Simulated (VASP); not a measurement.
Mg2As:

```
Mg As
1.0
     5.04388    0.00000    0.00000
    -2.52194    4.36813    0.00000
     0.00000    0.00000    2.86540
Mg As
2 1
Direct
  0.33333 0.66667 0.50000
  0.66667 0.33333 0.50000
  0.00000 0.00000 0.00000
```

- Program: VASP 6.6.1
- Task: relaxation of cell and atoms
- Functional: PBE
- Potentials or basis: VASP PAW PBE potentials, release 64 (Mg, As)
- Cutoff: 600 eV
- k mesh: 12 × 12 × 16
- Occupations: gaussian, width 0.1 eV
- Spin: no spin polarisation

At the start: pressure 0.4 GPa; volume 21.04 Å³/atom.

Q: Where does the relaxation end?

A: Over 8 steps the energy falls by 10.7 meV/atom and the volume is 21.14 Å³/atom (+0.5 %); space group P6/mmm (No. 191, to 0.1 Å) before and after.

Step by step:
```tsv
step	energy change (eV)	largest force (eV/Å)	pressure (GPa)	volume (Å³)
1	0.0000	0.0000	0.38	63.13
2	-0.0129	0.0000	-0.03	63.58
3	-0.0176	0.0000	-0.26	63.90
4	-0.0249	0.0000	-0.72	64.53
5	-0.0150	0.0000	-1.48	65.67
6	-0.0267	0.0000	-0.93	64.81
7	-0.0319	0.0000	0.12	63.22
8	-0.0320	0.0000	-0.02	63.42
```

Final structure:
```
CELL_PARAMETERS angstrom
4.89326 0.00000 0.00000
-2.44663 4.23769 0.00000
0.00000 0.00000 3.05858
ATOMIC_POSITIONS crystal
Mg 0.33333 0.66667 0.50000
Mg 0.66667 0.33333 0.50000
As 0.00000 0.00000 0.00000
```
